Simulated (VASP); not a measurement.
# TaN (P-6m2) in VASP: a series of runs

The runs below take TaN through single point, relaxation of shape and atoms at fixed volume, with PBE.

Everything below comes from runs of VASP 6.6.1. Logs are shortened: lines on timing, memory, paths and dates and some standing lists are left out, and cuts for length are marked.

## 1. The cell of the first run

Symmetry: P-6m2, No. 187, hexagonal system. Conventional cell: a = 2.950 Å, b = 2.950 Å, c = 2.898 Å, α = 90.00°, β = 90.00°, γ = 120.00°. Within 3.0 Å of Ta (site symmetry -6m2) lie 6 N at 2.24 Å and 8 Ta at 2.90 to 2.95 Å. Within 3.0 Å of N (site symmetry -6m2) lie 6 Ta at 2.24 Å and 8 N at 2.90 to 2.95 Å.

## 2. Single point, PBE

File INCAR:

```
PREC     = Accurate       # precision mode
ENCUT    = 520            # plane-wave cutoff, eV
EDIFF    = 1E-7           # SCF threshold, eV
ISMEAR   = 0              # smearing method
SIGMA    = 0.1            # smearing width, eV
LREAL    = F              # projectors in reciprocal space
LASPH    = T              # aspherical terms in the spheres
NELM     = 100            # most SCF steps
ALGO     = Normal         # electronic algorithm
ISIF     = 2              # what is computed and relaxed
LWAVE    = F              # write WAVECAR
LCHARG   = F              # write CHGCAR
GGA      = PE             # functional
NBANDS   = 60             # bands
```

File KPOINTS:

```
regular mesh
0
Gamma
  6 6 5
```

File POSCAR:

```
TaN
1.0
    4.4252770195     -2.5549348784      0.0000000000
    0.0000000000      5.1098697569      0.0000000000
    0.0000000000      0.0000000000      5.7955432028
Ta N
6 6
Direct
    0.0000000000      0.3333333333      0.2500000000
    0.0000000000      0.3333333333      0.7500000000
    0.6666666667      0.6666666667      0.2500000000
    0.6666666667      0.6666666667      0.7500000000
    0.3333333333      0.0000000000      0.2500000000
    0.3333333333      0.0000000000      0.7500000000
    0.6666666667      0.3333333333      0.0000000000
    0.6666666667      0.3333333333      0.5000000000
    0.3333333333      0.6666666667      0.0000000000
    0.3333333333      0.6666666667      0.5000000000
    0.0000000000      0.0000000000      0.0000000000
    0.0000000000      0.0000000000      0.5000000000
```

Potentials or basis: VASP PAW PBE potentials, release 64 (Ta_pv, N).

Command:

```bash
cat potpaw_PBE.64/Ta_pv/POTCAR potpaw_PBE.64/N/POTCAR > POTCAR
mpirun -np 1 vasp_std > vasp.out
```

OUTCAR:

```text
PREC = Accurate
   ENCUT = 520
   EDIFF = 1E-7
   ISMEAR = 0
   LREAL = F
   LASPH = T
   NELM = 100
   ISIF = 2
   GGA = PE

 ion  position               nearest neighbor table
   1  0.000  0.333  0.250-   7 2.24   8 2.24  11 2.24  12 2.24   9 2.24  10 2.24   2 2.90   2 2.90
                             5 2.95   3 2.95   3 2.95   3 2.95   5 2.95   5 2.95
   2  0.000  0.333  0.750-   7 2.24   8 2.24  11 2.24  12 2.24   9 2.24  10 2.24   1 2.90   1 2.90
                             6 2.95   4 2.95   4 2.95   4 2.95   6 2.95   6 2.95
   3  0.667  0.667  0.250-  11 2.24  12 2.24   9 2.24  10 2.24   7 2.24   8 2.24   4 2.90   4 2.90
                             5 2.95   1 2.95   5 2.95   1 2.95   1 2.95   5 2.95
   4  0.667  0.667  0.750-  11 2.24  12 2.24   9 2.24  10 2.24   7 2.24   8 2.24   3 2.90   3 2.90
                             6 2.95   2 2.95   6 2.95   2 2.95   2 2.95   6 2.95
   5  0.333  0.000  0.250-  11 2.24  12 2.24   9 2.24  10 2.24   7 2.24   8 2.24   6 2.90   6 2.90
                             1 2.95   3 2.95   3 2.95   1 2.95   1 2.95   3 2.95
   6  0.333  0.000  0.750-  11 2.24  12 2.24   9 2.24  10 2.24   7 2.24   8 2.24   5 2.90   5 2.90
                             2 2.95   4 2.95   4 2.95   2 2.95   2 2.95   4 2.95
   7  0.667  0.333  0.000-   1 2.24   2 2.24   5 2.24   6 2.24   3 2.24   4 2.24
   8  0.667  0.333  0.500-   1 2.24   2 2.24   5 2.24   6 2.24   3 2.24   4 2.24
   9  0.333  0.667  0.000-   5 2.24   6 2.24   1 2.24   2 2.24   3 2.24   4 2.24
  10  0.333  0.667  0.500-   5 2.24   6 2.24   1 2.24   2 2.24   3 2.24   4 2.24
  11  0.000  0.000  0.000-   5 2.24   6 2.24   1 2.24   2 2.24   3 2.24   4 2.24
  12  0.000  0.000  0.500-   5 2.24   6 2.24   1 2.24   2 2.24   3 2.24   4 2.24

  LATTYP: Found a hexagonal cell.
 ALAT       =     5.1098697569
 C/A-ratio  =     1.1341860906

  Lattice vectors:

 A1 = (   4.4252770195,  -2.5549348784,   0.0000000000)
 A2 = (   0.0000000000,   5.1098697569,   0.0000000000)
 A3 = (   0.0000000000,   0.0000000000,   5.7955432028)

Analysis of symmetry for initial positions (statically):
=====================================================================
 Subroutine PRICEL returns following result:

  LATTYP: Found a hexagonal cell.
 ALAT       =     2.9501846794
 C/A-ratio  =     0.9822339671

  Lattice vectors:

 A1 = (  -2.9501846794,  -0.0000000005,   0.0000000000)
 A2 = (   1.4750923397,  -2.5549348782,   0.0000000000)
 A3 = (   0.0000000000,   0.0000000000,   2.8977716014)

   6 primitive cells build up your supercell.

 Routine SETGRP: Setting up the symmetry group for a
 hexagonal supercell.

 Subroutine GETGRP returns: Found 12 space group operations
 (whereof 12 operations were pure point group operations)
 out of a pool of 24 trial point group operations.

The static configuration has the point symmetry D_3h.

Analysis of symmetry for dynamics (positions and initial velocities):
=====================================================================
 Subroutine PRICEL returns following result:

  LATTYP: Found a hexagonal cell.
 ALAT       =     2.9501846794
 C/A-ratio  =     0.9822339671

  Lattice vectors:

 A1 = (  -2.9501846794,  -0.0000000005,   0.0000000000)
 A2 = (   1.4750923397,  -2.5549348782,   0.0000000000)
 A3 = (   0.0000000000,   0.0000000000,   2.8977716014)

   6 primitive cells build up your supercell.

 Routine SETGRP: Setting up the symmetry group for a
 hexagonal supercell.

 Subroutine GETGRP returns: Found 12 space group operations
 (whereof 12 operations were pure point group operations)
 out of a pool of 24 trial point group operations.

The dynamic configuration has the point symmetry D_3h.

 Subroutine INISYM returns: Found 12 space group operations
 (whereof 12 operations are pure point group operations),
 and found     6 'primitive' translations

----------------------------------------------------------------------------------------

                                     Primitive cell

  volume of cell :      21.8420

  direct lattice vectors                    reciprocal lattice vectors
    -2.950184679 -0.000000001  0.000000000    -0.338961831 -0.195699704  0.000000000
     1.475092340 -2.554934878  0.000000000     0.000000000 -0.391399408  0.000000000
     0.000000000  0.000000000  2.897771601     0.000000000  0.000000000  0.345092760

  length of vectors
     2.950184679  2.950184679  2.897771601     0.391399408  0.391399408  0.345092760

  position of ions in fractional coordinates (direct lattice)
     0.666666667  0.333333333  0.500000000
     1.000000000  0.000000000  0.000000000

  ion indices of the primitive-cell ions
   primitive index   ion index
                 1           1
                 2           7

----------------------------------------------------------------------------------------

 KPOINTS: regular mesh

Automatic generation of k-mesh.
 Grid dimensions read from file:
 generate k-points for:    6    6    5

 Generating k-lattice:

  Cartesian coordinates                     Fractional coordinates (reciprocal lattice)
     0.037662426  0.000000000  0.000000000     0.166666667  0.000000000  0.000000000
     0.018831213  0.032616617  0.000000000     0.000000000  0.166666667  0.000000000
     0.000000000  0.000000000  0.034509276     0.000000000  0.000000000  0.200000000

  Length of vectors
     0.037662426  0.037662426  0.034509276

  Shift w.r.t. Gamma in fractional coordinates (k-lattice)
     0.000000000  0.000000000  0.000000000

 Subroutine IBZKPT returns following result:
 ===========================================

 Found     21 irreducible k-points:

 Following reciprocal coordinates:
            Coordinates               Weight
  0.000000  0.000000  0.000000      1.000000
  0.166667  0.000000  0.000000      6.000000
  0.333333  0.000000  0.000000      6.000000
  0.500000  0.000000  0.000000      3.000000
  0.166667  0.166667  0.000000      6.000000
  0.333333  0.166667  0.000000     12.000000
[... 13 lines left out ...]
  0.333333  0.166667  0.400000     24.000000
  0.333333  0.333333  0.400000      4.000000
   k-points           NKPTS =     21   k-points in BZ     NKDIM =     21   number of bands    NBANDS=     60
   number of dos      NEDOS =    301   number of ions     NIONS =     12
   total plane-waves  NPLWV =  76800
   dimension x,y,z NGX =    40 NGY =   40 NGZ =   48
   dimension x,y,z NGXF=    80 NGYF=   80 NGZF=   96
   ions per type =               6   6
   NGX,Y,Z   is equivalent  to a cutoff of  13.01, 13.01, 13.77 a.u.
   NGXF,Y,Z  is equivalent  to a cutoff of  26.03, 26.03, 27.54 a.u.
 SYSTEM =  unknown system
   PREC   = accura    normal or accurate (medium, high low for compatibility)
   ISTART =      0    job   : 0-new  1-cont  2-samecut
   ICHARG =      2    charge: 1-file 2-atom 10-const
   ISPIN  =      1    spin polarized calculation?
   LNONCOLLINEAR =      F non collinear calculations
   LSORBIT =      F    spin-orbit coupling
   LASPH  =      T    aspherical Exc in radial PAW
   ENCUT  =  520.0 eV  38.22 Ry    6.18 a.u.   9.50  9.50 10.78*2*pi/ulx,y,z
   NELM   =    100;   NELMIN=  2; NELMDL= -5     # of ELM steps
   EDIFF  = 0.1E-06   stopping-criterion for ELM
   LREAL  =      F    real-space projection
   EDIFFG = 0.1E-05   stopping-criterion for IOM
   NSW    =      0    number of steps for IOM
   IBRION =     -1    ionic relax: 0-MD 1-quasi-New 2-CG
   NFREE  =      0    steps in history (QN), initial steepest desc. (CG)
   ISIF   =      2    stress and relaxation
   ISYM   =      2    0-nonsym 1-usesym 2-fastsym
   POTIM  = 0.5000    time-step for ionic-motion
   TEBEG  =    0.0;   TEEND  =   0.0 temperature during run
   PSTRESS=    0.0 pullay stress
   NELECT =      96.0000    total number of electrons
   NUPDOWN=      -1.0000    fix difference up-down
   EMIN   =  10.00;   EMAX   =-10.00  energy-range for DOS
   EFERMI =   0.00;   METHOD = LEGACY
   ISMEAR =     0;   SIGMA  =   0.10  broadening in eV -4-tet -1-fermi 0-gaus
   EFERMI_NEDOS =   21; number of points for ismear=-14 and -15
   IALGO  =     38    algorithm
   IMIX   =      4    mixing-type and parameters
     AMIX     =   0.40;   BMIX     =  1.00
     AMIX_MAG =   1.60;   BMIX_MAG =  1.00
  volume/ion in A,a.u.               =      10.92        73.70
  Fermi-wavevector in a.u.,A,eV,Ry     =   1.475765  2.788791 29.631873  2.177881
  Thomas-Fermi vector in A             =   2.590374
   LORBIT       =      0    0 simple, 1 ext, 2 COOP (PROOUT), +10 PAW based schemes
   GGA     = PE    functional components
   LHFCALC =     F    Hartree Fock is set to
   AEXX    =    0.0000 exact exchange contribution
   IVDW    =     0    specifies the selected vdW correction
   LEPSILON=     F    determine dielectric tensor
   LRPA    =     F    only Hartree local field effects (RPA)
 non-spin polarized calculation
 Gauss-broadening in eV      SIGMA  =   0.10
  energy-cutoff  :      520.00
  volume of cell :      131.05
 maximum number of plane-waves:      3573
 NGX is ok and might be reduce to    40
   NGX = 19   NGY = 19   NGZ = 21

 number of electron      95.9999999 magnetization

 Free energy of the ion-electron system (eV)
  ---------------------------------------------------
  ext. energy  EPLUGINS =         0.00000000
  ---------------------------------------------------
  free energy    TOTEN  =      -134.67764999 eV

  energy without entropy =     -134.67595386  energy(sigma->0) =     -134.67680192

 E-fermi :   8.2286     XC(G=0): -13.2725

 val. band max:        8.1196154346   @ k =   0.0000   0.0000   0.2000
 cond. band min:       8.2391557307   @ k =   0.0000   0.0000   0.0000
 fundamental gap:      0.1195402962
 Fermi energy:         8.2286150494

 k-point     1 :       0.0000    0.0000    0.0000
  band No.  band energies     occupation
      1     -27.6483      2.00000
      2     -27.3698      2.00000
      3     -27.3698      2.00000
      4     -27.2493      2.00000
      5     -27.2493      2.00000
      6     -27.1546      2.00000
[... 1312 lines left out ...]
     59      11.0280      0.00000
     60      11.0280      0.00000

------------------------ aborting loop because EDIFF is reached ----------------------------------------

  FORCE on cell =-STRESS in cart. coord.  units (eV):
  Direction    XX          YY          ZZ          XY          YZ          ZX
  --------------------------------------------------------------------------------------
  -------------------------------------------------------------------------------------
  Total        0.5300574      0.5300574      0.5528408      0.0000000      0.0000000     -0.0000000
  in kB        6.4802092      6.4802092      6.7587474      0.0000000      0.0000000     -0.0000000
  external PRESSURE =       6.5730552 kB  Pullay stress =       0.0000000 kB

 VOLUME and BASIS-vectors are now :
 -----------------------------------------------------------------------------
  energy-cutoff  :      520.00
  volume of cell :      131.05
      direct lattice vectors                 reciprocal lattice vectors
     4.425277020 -2.554934878  0.000000000     0.225974554  0.000000000  0.000000000
     0.000000000  5.109869757  0.000000000     0.112987277  0.195699704  0.000000000
     0.000000000  0.000000000  5.795543203     0.000000000  0.000000000  0.172546380

 POSITION                                       TOTAL-FORCE (eV/Angst)
 -----------------------------------------------------------------------------------
      0.00000      1.70329      1.44889        -0.000000      0.000000     -0.000000
      0.00000      1.70329      4.34666         0.000000      0.000000      0.000000
      2.95018      1.70329      1.44889        -0.000000      0.000000     -0.000000
      2.95018      1.70329      4.34666        -0.000000      0.000000      0.000000
      1.47509     -0.85164      1.44889         0.000000     -0.000000     -0.000000
      1.47509     -0.85164      4.34666        -0.000000     -0.000000     -0.000000
      2.95018     -0.00000      0.00000         0.000000     -0.000000      0.000000
      2.95018     -0.00000      2.89777         0.000000     -0.000000      0.000000
      1.47509      2.55493      0.00000         0.000000     -0.000000      0.000000
      1.47509      2.55493      2.89777         0.000000     -0.000000      0.000000
      0.00000      0.00000      0.00000        -0.000000     -0.000000     -0.000000
      0.00000      0.00000      2.89777        -0.000000     -0.000000     -0.000000
 -----------------------------------------------------------------------------------
    total drift:                                0.000001      0.000000     -0.000000

  FREE ENERGIE OF THE ION-ELECTRON SYSTEM (eV)
  ---------------------------------------------------
  free  energy   TOTEN  =      -134.6776499938 eV

  energy  without entropy=     -134.6759538550  energy(sigma->0) =     -134.67680192
```

It took 3.4 min on 1 thread of Intel Xeon Platinum 8488C (Sapphire Rapids), shared host; peak memory 0.31 GiB.

Results:

- Free energy: -134.6776 eV
- Pressure: 0.7 GPa
- Band gap on the k mesh: zero (bands 48 and 49 overlap by 0.41 eV)

Caveat: spin-orbit coupling is left out, which moves the levels of the heavy elements.

## 3. Relaxation of shape and atoms at fixed volume, PBE (9.61 Å³/atom)

File INCAR:

```
ALGO = Normal
EDIFF = 1E-7
EDIFFG = -0.01
ENCUT = 600
GGA = PE
IBRION = 2
ISIF = 4
ISMEAR = 0
LASPH = T
LCHARG = F
LREAL = F
LWAVE = F
NELM = 80
NSW = 50
PREC = Accurate
SIGMA = 0.1
```

File KPOINTS:

```
k-points
0
Gamma
  18 18 14
```

File POSCAR:

```
TaN
1.0
    2.8216106074      0.0000000000      0.0000000000
   -1.4108053037      2.4435864656      0.0000000000
    0.0000000000      0.0000000000      2.7877323333
Ta N
1 1
Direct
    0.3333333333      0.6666666667      0.5000000000
    0.0000000000      0.0000000000      0.0000000000
```

Potentials or basis: VASP PAW PBE potentials, release 64 (Ta_pv, N).

Command:

```bash
cat potpaw_PBE.64/Ta_pv/POTCAR potpaw_PBE.64/N/POTCAR > POTCAR
mpirun -np 1 vasp_std > vasp.out
```

Wall time 82 s (1 thread of AMD EPYC 9R45 (Zen 5), shared host); peak memory 0.18 GiB.

It converged, with:

```
Free energy               : -22.0161 eV
Energy gained by relaxing : 0.1 meV/atom
Ionic steps               : 3
Pressure after relaxing   : 57.9 GPa
Band gap on the k mesh    : zero (bands 8 and 9 overlap by 0.30 eV)
```

Step by step:
| step | energy change (eV) | largest force (eV/Å) | pressure (GPa) | volume (Å³) |
| --- | --- | --- | --- | --- |
| 1 | 0.0000 | 0.0000 | 58.02 | 19.22 |
| 2 | 0.0002 | 0.0000 | 57.81 | 19.22 |
| 3 | -0.0002 | 0.0000 | 57.93 | 19.22 |

Final structure:
```cif
data_structure
_symmetry_space_group_name_H-M 'P 1'
_symmetry_Int_Tables_number 1
_cell_length_a 2.8192
_cell_length_b 2.8192
_cell_length_c 2.7925
_cell_angle_alpha 90.000
_cell_angle_beta 90.000
_cell_angle_gamma 120.000
_cell_volume 19.22
loop_
_atom_site_label
_atom_site_type_symbol
_atom_site_fract_x
_atom_site_fract_y
_atom_site_fract_z
_atom_site_occupancy
Ta1 Ta 0.33333 0.66667 0.50000 1
N1 N 0.00000 0.00000 0.00000 1
```

Levels at points of the mesh, in eV from the Fermi level:
```csv
k point,band 5,band 6,band 7,band 8,band 9,band 10,band 11,band 12
"(0.00, 0.00, 0.00)",-4.98,-4.98,-4.76,-3.07,3.21,4.12,4.12,4.71
"(0.50, 0.00, 0.00)",-8.88,-5.85,-3.96,-3.30,3.48,4.86,5.88,6.30
"(0.00, 0.00, 0.50)",-10.03,-4.06,-4.06,-0.10,-0.10,2.64,3.78,3.78
"(0.50, 0.00, 0.50)",-7.96,-6.60,-6.27,-0.08,5.05,6.39,7.08,8.27
```

Caveat: spin-orbit coupling is left out, which moves the levels of the heavy elements.
